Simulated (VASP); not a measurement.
Al12O, 13 atoms in the cell. The cell holds a slab with vacuum, 13 atoms: a = 5.714 Å, b = 5.714 Å, c = 20.101 Å, α = 90.00°, β = 90.00°, γ = 120.00°. 

```yaml
Program: VASP 6.6.1
Task: relaxation of the atoms
Functional: PBE
Potentials_or_basis: VASP PAW PBE potentials, release 64 (Al, O)
Cutoff: 520 eV
k_mesh: 6 × 6 × 1
Occupations: gaussian, width 0.1 eV
Spin: no spin polarisation
Dipole_correction: yes
Atoms_held_fixed_from_0: "[0, 1, 2, 3, 4, 5, 6, 7, 8, 9, 10, 11]"
Further_INCAR_settings: ALGO = Normal; EDIFF = 1e-06; IBRION = 2; EDIFFG = -0.025; NSW = 36
Atoms_held_along_some_axes_from_0: atom 12 along a and b
```

Potentials or basis: VASP PAW PBE potentials, release 64 (Al, O).

Launch:

```sh
$ cat potpaw_PBE.64/Al/POTCAR potpaw_PBE.64/O/POTCAR > POTCAR
$ mpirun -np 4 vasp_std > vasp.out
```

Hardware: 4 MPI ranks on AMD EPYC 7R43 64-Core Processor (Zen 3) (shared host).

Problem. Estimate the wall time of this run.

Solution. It took 8.8 min on 4 MPI ranks on AMD EPYC 7R43 64-Core Processor (Zen 3), on a shared host, peak memory 0.68 GiB a rank. Counts: scf iterations 48, k points 13, ion steps 3.
